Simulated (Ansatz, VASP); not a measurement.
## One calculation of Tl, two programs

```
Tl
1.0
    -1.88328    1.88328    1.88328
     1.88328   -1.88328    1.88328
     1.88328    1.88328   -1.88328
Tl
1
Direct
  0.00000 0.00000 0.00000
```

Alike in both runs: task relaxation of cell and atoms; functional PBE; k mesh 12 × 12 × 12; occupations fermi-dirac, width 0.05 eV; no spin polarisation.

```csv
,VASP,Ansatz
version,VASP 6.6.1,Ansatz 0.2.0
potentials or method,"VASP PAW PBE potentials, release 64 (Tl_d)","PAW with Ansatz's default frozen-core files, scalar-relativistic"
plane-wave cutoff (eV),600,420
valence electrons in the cell,13,13
```

|  | VASP | Ansatz | Ansatz less VASP |
| --- | --- | --- | --- |
| relaxed volume (Å³/atom) | 31.22 | 31.40 | +0.176 |
| relaxed cell length with the largest relative difference (Å) | 3.436 | 3.442 | +0.0064 |

Spin-orbit coupling is off throughout. Noted on VASP's run: the volume moved by over 15 % at a fixed basis, so the end points are rough.
